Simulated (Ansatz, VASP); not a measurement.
# Two plane-wave programs on Mg5ZnS6

```
Mg Zn S
1.0
     3.68453    0.00000    0.00000
     0.00000    3.68453    0.00000
     0.00000    0.00000   15.62816
Mg Zn S
5 1 6
Direct
  0.50000 0.50000 0.16435
  0.00000 0.00000 0.33237
  0.50000 0.50000 0.50000
  0.00000 0.00000 0.66763
  0.50000 0.50000 0.83565
  0.00000 0.00000 0.00000
  0.00000 0.00000 0.16375
  0.50000 0.50000 0.33232
  0.00000 0.00000 0.50000
  0.50000 0.50000 0.66768
  0.00000 0.00000 0.83625
  0.50000 0.50000 0.00000
```

Alike in both runs: task single point; functional PBE; k mesh 4 × 4 × 1; occupations gaussian, width 0.1 eV; no spin polarisation.

|  | VASP | Ansatz |
| --- | --- | --- |
| version | VASP 6.6.1 | Ansatz 0.2.0 |
| potentials or method | VASP PAW PBE potentials, release 64 (Mg, Zn, S), cutoff 520 eV | scalar-relativistic, plane waves, PAW |
| valence electrons in the cell | 58 | 98 |

|  | VASP | Ansatz | Ansatz less VASP |
| --- | --- | --- | --- |
| gap on the k mesh at the Fermi level (eV) | 1.23 | 1.24 | +0.007 |
| least direct gap on the mesh (eV) | 1.75 | 1.76 | +0.009 |
| pressure (GPa) | -0.1 | 0.1 | +0.22 |
| traceless stress, the component that is largest in VASP (GPa) | -0.39 | -0.39 | -0.002 |
| rms of the force components (eV/Å) | 0.002 | 0.004 | +0.0021 |

Atom by atom the forces differ by 0.004 eV/Å (rms over components). The functional is the same, so the differences come from potentials, cutoffs and numerics. VASP's potentials hold 58 valence electrons a cell and Ansatz's 98, so a difference there can come from the potentials and not from the codes.

The k mesh is coarse, so the values compare programs but aren't converged.
